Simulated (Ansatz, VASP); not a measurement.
## Two plane-wave programs on CaO

INCAR

```
PREC = Accurate
ENCUT = 520
EDIFF = 1E-6
ISMEAR = -1
SIGMA = 0.05
LREAL = False
LASPH = True
NELM = 60
ALGO = Normal
ISIF = 2
LWAVE = False
LCHARG = False
GGA = PS
NBANDS = 15
```

KPOINTS

```
Automatic mesh
0
Gamma
  10 10 10
```

Contents of POSCAR:

```
CaO
1.0
    0.0000000000      2.4035556960      2.4035556960
    2.4035556960      0.0000000000      2.4035556960
    2.4035556960      2.4035556960      0.0000000000
Ca O
1 1
Direct
    0.0108680000     -0.0039360000     -0.0056900000
    0.5145410000      0.5065200000      0.4885730000
```

The input input.yaml:

```yaml
crystal:
  lattice:
    - [0.0, 2.403555696, 2.403555696]
    - [2.403555696, 0.0, 2.403555696]
    - [2.403555696, 2.403555696, 0.0]
  atoms:
    - { symbol: Ca, position: [0.010868, -0.003936, -0.00569] }
    - { symbol: O, position: [0.514541, 0.50652, 0.488573] }
hamiltonian:
  xc: pbesol
  pseudopotentials: { kind: paw }
kpoints:
  mp_grid: { grid: [10, 10, 10] }
scf:
  occupations: { method: fermi_dirac, width: 0.05 }
output:
  forces: true
  stress: true
  eigenvalues: true
```

Change from the starting cell: atoms moved at random, drawn with an rms of 0.05 Å.

Alike in both runs: task single point; functional PBEsol; k mesh 10 × 10 × 10; occupations fermi-dirac, width 0.05 eV; no spin polarisation.

|  | VASP | Ansatz |
| --- | --- | --- |
| version | VASP 6.6.1 | Ansatz 0.2.0 |
| potentials or method | VASP PAW PBE potentials, release 64 (Ca_sv, O) | Ansatz PAW |
| plane-wave cutoff (eV) | 520 | 420 |
| valence electrons in the cell | 16 | 16 |

|  | VASP | Ansatz | Ansatz less VASP |
| --- | --- | --- | --- |
| gap on the k mesh at the Fermi level (eV) | 3.54 | 3.56 | +0.022 |
| least direct gap on the mesh (eV) | 3.92 | 3.94 | +0.020 |
| pressure (GPa) | -2.1 | -2.7 | -0.56 |
| traceless stress, the component that is largest in VASP (GPa) | 0.11 | 0.10 | -0.005 |
| rms of the force components (eV/Å) | 0.061 | 0.057 | -0.0031 |

VASP's potentials were made for PBE, not for PBEsol. Atom by atom the forces differ by 0.003 eV/Å (rms over components). The functional is the same, so the differences come from potentials, cutoffs and numerics.
